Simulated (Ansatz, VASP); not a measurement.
In2Sb in VASP and in Ansatz

POSCAR

```
In2Sb
1.0
    5.3799042018      0.0000000000      0.0000000000
   -2.6899521009      4.6591337087      0.0000000000
    0.0000000000      0.0000000000      6.7225520000
In Sb
4 2
Direct
    0.6666666667      0.3333333333      0.2500000000
    0.3333333333      0.6666666667      0.7500000000
    0.0000000000      0.0000000000      0.5000000000
    0.0000000000      0.0000000000      0.0000000000
    0.6666666667      0.3333333333      0.7500000000
    0.3333333333      0.6666666667      0.2500000000
```

Contents of INCAR.step1:

```
  ALGO = Normal
  EDIFF = 1E-4
  ENCUT = 520
  GGA = PE
  ISMEAR = 0
  LASPH = True
  LCHARG = False
  LREAL = False
  LWAVE = True
  NBANDS = 40
  NELM = 60
  PREC = Accurate
  SIGMA = 0.1
```

Contents of INCAR.step2:

```
  ALGO = Normal
  EDIFF = 1E-7
  ENCUT = 520
  ISIF = 2
  ISMEAR = 0
  ISTART = 1
  LASPH = True
  LCHARG = False
  LMIXTAU = True
  LREAL = False
  LWAVE = False
  METAGGA = R2SCAN
  NBANDS = 40
  NELM = 60
  PREC = Accurate
  SIGMA = 0.1
```

Contents of KPOINTS:

```
k-points
0
Gamma
  12 12 6
```

Input for Ansatz:

```yaml
crystal:
  lattice:
    - [5.3799042018, 0.0, 0.0]
    - [-2.6899521009, 4.6591337087, 0.0]
    - [0.0, 0.0, 6.722552]
  atoms:
    - { symbol: In, position: [0.6666666667, 0.3333333333, 0.25] }
    - { symbol: In, position: [0.3333333333, 0.6666666667, 0.75] }
    - { symbol: In, position: [0.0, 0.0, 0.5] }
    - { symbol: In, position: [0.0, 0.0, 0.0] }
    - { symbol: Sb, position: [0.6666666667, 0.3333333333, 0.75] }
    - { symbol: Sb, position: [0.3333333333, 0.6666666667, 0.25] }
basis:
  ecutwfc: 520
kpoints:
  mp_grid: { grid: [12, 12, 6] }
hamiltonian:
  xc: r2scan
scf:
  occupations: { method: gaussian, width: 0.1 }
output:
  forces: true
  stress: true
  eigenvalues: true
```

Alike in both runs: task single point; functional r2SCAN; k mesh 12 × 12 × 6; occupations gaussian, width 0.1 eV; no spin polarisation.

|  | VASP | Ansatz |
| --- | --- | --- |
| version | VASP 6.6.1 | Ansatz 0.2.0 |
| potentials or method | VASP PAW PBE potentials, release 64 (In_d, Sb), cutoff 520 eV | scalar-relativistic, plane waves, PAW |
| valence electrons in the cell | 62 | 82 |

```tsv
	VASP	Ansatz	Ansatz less VASP
gap on the k mesh at the Fermi level (eV)	none	none	-
pressure (GPa)	-0.9	-0.9	+0.05
traceless stress, the component that is largest in VASP (GPa)	-1.28	-1.26	+0.013
```

VASP's potentials were made for PBE, not for r2SCAN. A gap of «none» marks a metal or a gap that the smearing closes. The functional is the same, so the differences come from potentials, cutoffs and numerics. VASP's potentials hold 62 valence electrons a cell and Ansatz's 82, so a difference there can come from the potentials and not from the codes.

Neither program's run includes spin-orbit coupling.
